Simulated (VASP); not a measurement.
# MoS2 in VASP: notebook, part 2 of 2

VASP 6.6.1. Earlier steps stand in the parts before.

## (4) Single point, LDA (47.69 Å³/atom)

This run uses another cell than the first one.

Contents of INCAR:

```
PREC     = Accurate       # precision mode
ENCUT    = 520            # plane-wave cutoff, eV
EDIFF    = 1E-6           # SCF threshold, eV
ISMEAR   = -1             # smearing method
SIGMA    = 0.05           # smearing width, eV
LREAL    = F              # projectors in reciprocal space
LASPH    = T              # aspherical terms in the spheres
NELM     = 80             # most SCF steps
ALGO     = Normal         # electronic algorithm
ISIF     = 2              # what is computed and relaxed
LWAVE    = F              # write WAVECAR
LCHARG   = F              # write CHGCAR
GGA      = CA             # functional
NBANDS   = 20             # bands
```

Contents of KPOINTS:

```
Automatic mesh
0
Gamma
  10 10 2
```

Contents of POSCAR:

```
MoS2
1.0
    3.1191256785      0.0000000000      0.0000000000
   -1.5595628393      2.7012420752      0.0000000000
    0.0000000000      0.0000000000     16.9807333112
Mo S
1 2
Direct
    0.0000000000      0.0000000000      0.0000000000
    0.3333333333      0.6666666667      0.9105070200
    0.3333333333      0.6666666667      0.0894929800
```

Potentials or basis: VASP PAW LDA potentials, release 64 (Mo_sv, S).

Started as:

```console
> cat potpaw_LDA.64/Mo_sv/POTCAR potpaw_LDA.64/S/POTCAR > POTCAR
> mpirun -np 1 vasp_std > vasp.out
```

OUTCAR:

```text
PREC = Accurate
   ENCUT = 520
   EDIFF = 1E-6
   ISMEAR = -1
   LREAL = F
   LASPH = T
   NELM = 80
   ISIF = 2
   GGA = CA

 ion  position               nearest neighbor table
   1  0.000  0.000  0.000-   2 2.36   3 2.36   2 2.36   3 2.36   2 2.36   3 2.36
   2  0.333  0.667  0.911-   1 2.36   1 2.36   1 2.36
   3  0.333  0.667  0.089-   1 2.36   1 2.36   1 2.36

  LATTYP: Found a hexagonal cell.
 ALAT       =     3.1191256785
 C/A-ratio  =     5.4440683260

  Lattice vectors:

 A1 = (   3.1191256785,   0.0000000000,   0.0000000000)
 A2 = (  -1.5595628393,   2.7012420752,   0.0000000000)
 A3 = (   0.0000000000,   0.0000000000,  16.9807333112)

Analysis of symmetry for initial positions (statically):
=====================================================================
 Subroutine PRICEL returns:
 Original cell was already a primitive cell.

 Routine SETGRP: Setting up the symmetry group for a
 hexagonal supercell.

 Subroutine GETGRP returns: Found 12 space group operations
 (whereof 12 operations were pure point group operations)
 out of a pool of 24 trial point group operations.
[... 161 lines left out ...]
  free energy    TOTEN  =       -24.34265766 eV

  energy without entropy =      -24.34265766  energy(sigma->0) =      -24.34265766

 E-fermi :  -0.4331     XC(G=0):  -4.6405

 val. band max:       -1.3673354054   @ k =   0.0000   0.0000   0.0000
 cond. band min:       0.5476262121   @ k =   0.3000   0.3000   0.5000
 fundamental gap:      1.9149616175
 Fermi energy:        -0.4331035444

 k-point     1 :       0.0000    0.0000    0.0000
  band No.  band energies     occupation
      1     -61.7749      2.00000
      2     -36.1851      2.00000
      3     -35.8936      2.00000
      4     -35.8936      2.00000
      5     -15.7347      2.00000
      6     -14.2119      2.00000
[... 541 lines left out ...]
     19       7.1419      0.00000
     20       7.3865      0.00000

 [... further k-points ...]

------------------------ aborting loop because EDIFF is reached ----------------------------------------

  FORCE on cell =-STRESS in cart. coord.  units (eV):
  Direction    XX          YY          ZZ          XY          YZ          ZX
  --------------------------------------------------------------------------------------
  -------------------------------------------------------------------------------------
  Total        0.8526382      0.8526382      2.1440839     -0.0000000      0.0000000     -0.0000000
  in kB        9.5482223      9.5482223     24.0104080     -0.0000000      0.0000000     -0.0000000
  external PRESSURE =      14.3689509 kB  Pullay stress =       0.0000000 kB

 VOLUME and BASIS-vectors are now :
 -----------------------------------------------------------------------------
  energy-cutoff  :      520.00
  volume of cell :      143.07
      direct lattice vectors                 reciprocal lattice vectors
     3.119125679  0.000000000  0.000000000     0.320602663  0.185100034  0.000000000
    -1.559562839  2.701242075  0.000000000     0.000000000  0.370200068  0.000000000
     0.000000000  0.000000000 16.980733311     0.000000000  0.000000000  0.058890272

 POSITION                                       TOTAL-FORCE (eV/Angst)
 -----------------------------------------------------------------------------------
      0.00000      0.00000      0.00000        -0.000000     -0.000000      0.000000
     -0.00000      1.80083     15.46108        -0.000000     -0.000000     -0.713781
     -0.00000      1.80083      1.51966         0.000000      0.000000      0.713781
 -----------------------------------------------------------------------------------
    total drift:                                0.000000     -0.000000     -0.000000

  FREE ENERGIE OF THE ION-ELECTRON SYSTEM (eV)
  ---------------------------------------------------
  free  energy   TOTEN  =       -24.3426576640 eV

  energy  without entropy=      -24.3426576632  energy(sigma->0) =      -24.34265766
```

OSZICAR:

```text
N       E                     dE             d eps       ncg     rms          rms(c)
DAV:   1     0.172731582359E+03    0.17273E+03   -0.12444E+04  1368   0.109E+03
DAV:   2    -0.147280090133E+02   -0.18746E+03   -0.18307E+03  1460   0.269E+02
DAV:   3    -0.255482282116E+02   -0.10820E+02   -0.10696E+02  1384   0.577E+01
[... 15 lines left out ...]
DAV:  19    -0.243426460524E+02   -0.25731E-04   -0.17176E-06  1040   0.434E-03    0.320E-03
DAV:  20    -0.243426545007E+02   -0.84482E-05   -0.47777E-07  1156   0.258E-03    0.112E-03
DAV:  21    -0.243426562339E+02   -0.17332E-05   -0.61263E-08   912   0.854E-04    0.221E-04
DAV:  22    -0.243426575705E+02   -0.13366E-05   -0.66752E-08   908   0.542E-04    0.231E-04
DAV:  23    -0.243426576640E+02   -0.93495E-07   -0.23750E-09   868   0.177E-04
   1 F= -.24342658E+02 E0= -.24342658E+02  d E =-.797649E-09
```

stdout:

```text
POSCAR found type information on POSCAR MoS
 POSCAR found :  2 types and       3 ions
 scaLAPACK will be used
 LDA part: xc-table for (Slater(with rela. corr.)+CA(PZ))
 , standard interpolation
 POSCAR, INCAR and KPOINTS ok, starting setup
 FFT: planning ... GRIDC
 FFT: planning ... GRID_SOFT
 FFT: planning ... GRID
 WAVECAR not read
 entering main loop
```

It took 2.1 min on 1 thread of Intel Xeon 8259CL, shared host; peak memory 0.24 GiB.

Results:

| Quantity | Value |
| --- | --- |
| Free energy | -24.3427 eV |
| Largest force | 0.714 eV/Å |
| Band gap on the k mesh | 1.91 eV (least direct gap 2.10 eV) |

Forces in eV/Å, atoms in the order of the input:
```
Mo   0.000  0.000  0.000
S    0.000  0.000 -0.714
S    0.000  0.000  0.714
```

## (5) Single point, LDA (48.71 Å³/atom)

This run uses another cell than the first one.

Contents of INCAR:

```
SYSTEM = MoS2
PREC = Accurate
ENCUT = 520
EDIFF = 1E-7
ISMEAR = -1
SIGMA = 0.05
LREAL = .False.
LASPH = .True.
NELM = 60
ALGO = Normal
ISIF = 2
LWAVE = .False.
LCHARG = .False.
GGA = CA
NBANDS = 20
```

Contents of KPOINTS:

```
Automatic mesh
0
Gamma
  10 10 2
  0 0 0
```

Contents of POSCAR:

```
MoS2
1.0
    3.1410920760      0.0000000000      0.0000000000
   -1.5705460380      2.7202655334      0.0000000000
    0.0000000000      0.0000000000     17.1003198802
Mo S
1 2
Direct
    0.0000000000      0.0000000000      0.0000000000
    0.3333333333      0.6666666667      0.9105070200
    0.3333333333      0.6666666667      0.0894929800
```

Potentials or basis: VASP PAW LDA potentials, release 64 (Mo_sv, S).

Started as:

```console
> cat potpaw_LDA.64/Mo_sv/POTCAR potpaw_LDA.64/S/POTCAR > POTCAR
> mpirun -np 1 vasp_std > vasp.out
```

OUTCAR:

```text
SYSTEM = MoS2
   PREC = Accurate
   ENCUT = 520
   EDIFF = 1E-7
   ISMEAR = -1
   LREAL = .False.
   LASPH = .True.
   NELM = 60
   ISIF = 2
   GGA = CA

 ion  position               nearest neighbor table
   1  0.000  0.000  0.000-   2 2.37   3 2.37   2 2.37   3 2.37   2 2.37   3 2.37
   2  0.333  0.667  0.911-   1 2.37   1 2.37   1 2.37
   3  0.333  0.667  0.089-   1 2.37   1 2.37   1 2.37

  LATTYP: Found a hexagonal cell.
 ALAT       =     3.1410920760
 C/A-ratio  =     5.4440683261

  Lattice vectors:

 A1 = (   3.1410920760,   0.0000000000,   0.0000000000)
 A2 = (  -1.5705460380,   2.7202655334,   0.0000000000)
 A3 = (   0.0000000000,   0.0000000000,  17.1003198802)

Analysis of symmetry for initial positions (statically):
=====================================================================
 Subroutine PRICEL returns:
 Original cell was already a primitive cell.

 Routine SETGRP: Setting up the symmetry group for a
 hexagonal supercell.

 Subroutine GETGRP returns: Found 12 space group operations
 (whereof 12 operations were pure point group operations)
 out of a pool of 24 trial point group operations.

The static configuration has the point symmetry D_3h.

Analysis of symmetry for dynamics (positions and initial velocities):
=====================================================================
 Subroutine PRICEL returns:
 Original cell was already a primitive cell.

 Routine SETGRP: Setting up the symmetry group for a
 hexagonal supercell.

 Subroutine GETGRP returns: Found 12 space group operations
 (whereof 12 operations were pure point group operations)
 out of a pool of 24 trial point group operations.

The dynamic configuration has the point symmetry D_3h.

 Subroutine INISYM returns: Found 12 space group operations
 (whereof 12 operations are pure point group operations),
 and found     1 'primitive' translations

----------------------------------------------------------------------------------------

                                     Primitive cell

  volume of cell :     146.1155

  direct lattice vectors                    reciprocal lattice vectors
     3.141092076  0.000000000  0.000000000     0.318360613  0.183805586  0.000000000
    -1.570546038  2.720265533  0.000000000     0.000000000  0.367611172  0.000000000
     0.000000000  0.000000000 17.100319880     0.000000000  0.000000000  0.058478438

  length of vectors
     3.141092076  3.141092076 17.100319880     0.367611172  0.367611172  0.058478438

  position of ions in fractional coordinates (direct lattice)
     0.000000000  0.000000000  0.000000000
     0.333333333  0.666666667  0.910507020
     0.333333333  0.666666667  0.089492980

  ion indices of the primitive-cell ions
   primitive index   ion index
                 1           1
                 2           2
                 3           3

----------------------------------------------------------------------------------------

 KPOINTS: Automatic mesh

Automatic generation of k-mesh.
 Grid dimensions read from file:
 generate k-points for:   10   10    2

 Generating k-lattice:

  Cartesian coordinates                     Fractional coordinates (reciprocal lattice)
     0.031836061  0.018380559  0.000000000     0.100000000  0.000000000  0.000000000
     0.000000000  0.036761117  0.000000000     0.000000000  0.100000000  0.000000000
     0.000000000  0.000000000  0.029239219     0.000000000  0.000000000  0.500000000

  Length of vectors
     0.036761117  0.036761117  0.029239219

  Shift w.r.t. Gamma in fractional coordinates (k-lattice)
     0.000000000  0.000000000  0.000000000

 Subroutine IBZKPT returns following result:
 ===========================================

 Found     28 irreducible k-points:

 Following reciprocal coordinates:
            Coordinates               Weight
  0.000000  0.000000  0.000000      1.000000
  0.100000  0.000000  0.000000      6.000000
  0.200000  0.000000  0.000000      6.000000
  0.300000  0.000000  0.000000      6.000000
  0.400000  0.000000  0.000000      6.000000
  0.500000  0.000000  0.000000      3.000000
[... 16 lines left out ...]
  0.300000  0.100000  0.500000     12.000000
  0.400000  0.100000  0.500000     12.000000
 [... further k-points ...]
   k-points           NKPTS =     28   k-points in BZ     NKDIM =     28   number of bands    NBANDS=     20
   number of dos      NEDOS =    301   number of ions     NIONS =      3
   total plane-waves  NPLWV =  73728
   dimension x,y,z NGX =    24 NGY =   24 NGZ =  128
   dimension x,y,z NGXF=    48 NGYF=   48 NGZF=  256
   ions per type =               1   2
   NGX,Y,Z   is equivalent  to a cutoff of  12.70, 12.70, 12.44 a.u.
   NGXF,Y,Z  is equivalent  to a cutoff of  25.40, 25.40, 24.89 a.u.
 SYSTEM =  MoS2
   PREC   = accura    normal or accurate (medium, high low for compatibility)
   ISTART =      0    job   : 0-new  1-cont  2-samecut
   ICHARG =      2    charge: 1-file 2-atom 10-const
   ISPIN  =      1    spin polarized calculation?
   LNONCOLLINEAR =      F non collinear calculations
   LSORBIT =      F    spin-orbit coupling
   LASPH  =      T    aspherical Exc in radial PAW
   ENCUT  =  520.0 eV  38.22 Ry    6.18 a.u.   5.84  5.84 31.80*2*pi/ulx,y,z
   NELM   =     60;   NELMIN=  2; NELMDL= -5     # of ELM steps
   EDIFF  = 0.1E-06   stopping-criterion for ELM
   LREAL  =      F    real-space projection
   EDIFFG = 0.1E-05   stopping-criterion for IOM
   NSW    =      0    number of steps for IOM
   IBRION =     -1    ionic relax: 0-MD 1-quasi-New 2-CG
   NFREE  =      0    steps in history (QN), initial steepest desc. (CG)
   ISIF   =      2    stress and relaxation
   ISYM   =      2    0-nonsym 1-usesym 2-fastsym
   POTIM  = 0.5000    time-step for ionic-motion
   TEBEG  =    0.0;   TEEND  =   0.0 temperature during run
   PSTRESS=    0.0 pullay stress
   NELECT =      26.0000    total number of electrons
   NUPDOWN=      -1.0000    fix difference up-down
   EMIN   =  10.00;   EMAX   =-10.00  energy-range for DOS
   EFERMI =   0.00;   METHOD = LEGACY
   ISMEAR =    -1;   SIGMA  =   0.05  broadening in eV -4-tet -1-fermi 0-gaus
   EFERMI_NEDOS =   21; number of points for ismear=-14 and -15
   IALGO  =     38    algorithm
   IMIX   =      4    mixing-type and parameters
     AMIX     =   0.40;   BMIX     =  1.00
     AMIX_MAG =   1.60;   BMIX_MAG =  1.00
  volume/ion in A,a.u.               =      48.71       328.68
  Fermi-wavevector in a.u.,A,eV,Ry     =   0.920804  1.740067 11.536109  0.847880
  Thomas-Fermi vector in A             =   2.046150
   LORBIT       =      0    0 simple, 1 ext, 2 COOP (PROOUT), +10 PAW based schemes
   GGA     = CA    functional components
   LHFCALC =     F    Hartree Fock is set to
   AEXX    =    0.0000 exact exchange contribution
   IVDW    =     0    specifies the selected vdW correction
   LEPSILON=     F    determine dielectric tensor
   LRPA    =     F    only Hartree local field effects (RPA)
 non-spin polarized calculation
  energy-cutoff  :      520.00
  volume of cell :      146.12
 maximum number of plane-waves:      3954
 NGX is ok and might be reduce to    24
   NGX = 11   NGY = 11   NGZ = 63

 number of electron      26.0000002 magnetization

 Free energy of the ion-electron system (eV)
  ---------------------------------------------------
  ext. energy  EPLUGINS =         0.00000000
  ---------------------------------------------------
  free energy    TOTEN  =       -24.35816749 eV

  energy without entropy =      -24.35816749  energy(sigma->0) =      -24.35816749

 E-fermi :  -0.5473     XC(G=0):  -4.5895

 val. band max:       -1.4516986170   @ k =   0.0000   0.0000   0.5000
 cond. band min:       0.4022831369   @ k =   0.3000   0.3000   0.0000
 fundamental gap:      1.8539817539
 Fermi energy:        -0.5472616064

 k-point     1 :       0.0000    0.0000    0.0000
  band No.  band energies     occupation
      1     -61.9013      2.00000
      2     -36.2877      2.00000
      3     -36.0234      2.00000
      4     -36.0234      2.00000
      5     -15.7135      2.00000
      6     -14.2487      2.00000
[... 12 lines left out ...]
     19       4.4271      0.00000
     20       4.8592      0.00000
[... 507 lines left out ...]
 k-point    24 :       0.4000    0.1000    0.5000
  band No.  band energies     occupation
      1     -61.8542      2.00000
      2     -36.4449      2.00000
      3     -36.1961      2.00000
      4     -36.1495      2.00000
      5     -13.6951      2.00000
      6     -13.5090      2.00000
[... 12 lines left out ...]
     19       7.0060      0.00000
     20       7.2108      0.00000

 [... further k-points ...]

------------------------ aborting loop because EDIFF is reached ----------------------------------------

  FORCE on cell =-STRESS in cart. coord.  units (eV):
  Direction    XX          YY          ZZ          XY          YZ          ZX
  --------------------------------------------------------------------------------------
  -------------------------------------------------------------------------------------
  Total       -0.2544399     -0.2544399      0.9553336      0.0000000      0.0000000      0.0000000
  in kB       -2.7899707     -2.7899707     10.4753716      0.0000000      0.0000000      0.0000000
  external PRESSURE =       1.6318101 kB  Pullay stress =       0.0000000 kB

 VOLUME and BASIS-vectors are now :
 -----------------------------------------------------------------------------
  energy-cutoff  :      520.00
  volume of cell :      146.12
      direct lattice vectors                 reciprocal lattice vectors
     3.141092076  0.000000000  0.000000000     0.318360613  0.183805586  0.000000000
    -1.570546038  2.720265533  0.000000000     0.000000000  0.367611172  0.000000000
     0.000000000  0.000000000 17.100319880     0.000000000  0.000000000  0.058478438

 POSITION                                       TOTAL-FORCE (eV/Angst)
 -----------------------------------------------------------------------------------
      0.00000      0.00000      0.00000         0.000000     -0.000000      0.000000
     -0.00000      1.81351     15.56996        -0.000000      0.000000     -0.320743
     -0.00000      1.81351      1.53036        -0.000000      0.000000      0.320743
 -----------------------------------------------------------------------------------
    total drift:                                0.000000     -0.000000     -0.000000

  FREE ENERGIE OF THE ION-ELECTRON SYSTEM (eV)
  ---------------------------------------------------
  free  energy   TOTEN  =       -24.3581674897 eV

  energy  without entropy=      -24.3581674883  energy(sigma->0) =      -24.35816749
```

It took 2.3 min on 1 thread of Intel Xeon 8259CL, shared host; peak memory 0.25 GiB.

Results:

- Free energy: -24.3582 eV
- Largest force: 0.321 eV/Å
- Band gap on the k mesh: 1.85 eV (least direct gap 2.04 eV)

Forces on the atoms (eV/Å):
```
Mo   0.000  0.000  0.000
S    0.000  0.000 -0.321
S    0.000  0.000  0.321
```

## (6) The runs side by side

| task | level | potentials or basis | spin | cell | k mesh | cutoff (eV) | gap on the mesh (eV) | largest force (eV/Å) |
| --- | --- | --- | --- | --- | --- | --- | --- | --- |
| single point | PBEsol | VASP PAW PBE potentials, release 64 (Mo_sv, S) | non-collinear, zero start, SOC | a = 3.184, b = 3.184, c = 17.335 Å, angles 90.0, 90.0, 120.0°, 3 atoms | 8 × 8 × 2 | 520 | - | 0.14 |
| relaxation of cell and atoms | PBEsol | VASP PAW PBE potentials, release 64 (Mo_sv, S) | off | relaxed from a = 3.184, b = 3.184, c = 17.335 Å, angles 90.0, 90.0, 120.0°, 3 atoms | 10 × 10 × 2 | 600 | 2.03 | - |
| single point | LDA | VASP PAW LDA potentials, release 64 (Mo_sv, S) | off | a = 3.119, b = 3.119, c = 16.981 Å, angles 90.0, 90.0, 120.0°, 3 atoms | 10 × 10 × 2 | 520 | 1.91 | 0.71 |
| single point | LDA | VASP PAW LDA potentials, release 64 (Mo_sv, S) | off | a = 3.141, b = 3.141, c = 17.100 Å, angles 90.0, 90.0, 120.0°, 3 atoms | 10 × 10 × 2 | 520 | 1.85 | 0.32 |

Alike in all rows: smearing fermi-dirac 0.05 eV.

Caveats: the PAW data sets were made with another functional, which shifts forces and pressure a little (at least some runs).

Absolute energies hang on the potentials; compare differences alone.
